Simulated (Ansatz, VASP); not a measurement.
## MnS: VASP beside Ansatz

```
CELL_PARAMETERS angstrom
0.00000 2.82277 2.82277
2.82277 0.00000 2.82277
2.82277 2.82277 0.00000
ATOMIC_POSITIONS crystal
Mn 0.00000 0.00000 0.00000
S 0.25000 0.25000 0.25000
```

Alike in both runs: task single point; functional r2SCAN; k mesh 10 × 10 × 10; occupations gaussian, width 0.05 eV; collinear spin.

|  | VASP | Ansatz |
| --- | --- | --- |
| version | VASP 6.6.1 | Ansatz 0.2.0 |
| potentials or method | VASP PAW PBE potentials, release 64 (Mn_pv, S), cutoff 550 eV | scalar-relativistic, plane waves, PAW |
| valence electrons in the cell | 19 | 21 |

|  | VASP | Ansatz | Ansatz less VASP |
| --- | --- | --- | --- |
| gap on the k mesh at the Fermi level (eV) | 0.73 | 0.73 | +0.006 |
| least direct gap on the mesh (eV) | 1.23 | 1.22 | -0.012 |
| pressure (GPa) | 0.1 | 0.1 | -0.05 |
| net moment per atom (μB) | 2.50 | 2.50 | 0.000 |
| size of the moment on the site where the two differ most (μB) | 4.47 | 4.33 | -0.148 |

VASP's potentials were made for PBE, not for r2SCAN. Site moments also hang on the region over which each program counts them. The functional is the same, so the differences come from potentials, cutoffs and numerics. VASP's potentials hold 19 valence electrons a cell and Ansatz's 21, so a difference there can come from the potentials and not from the codes. Ansatz's warnings: stability check not made.
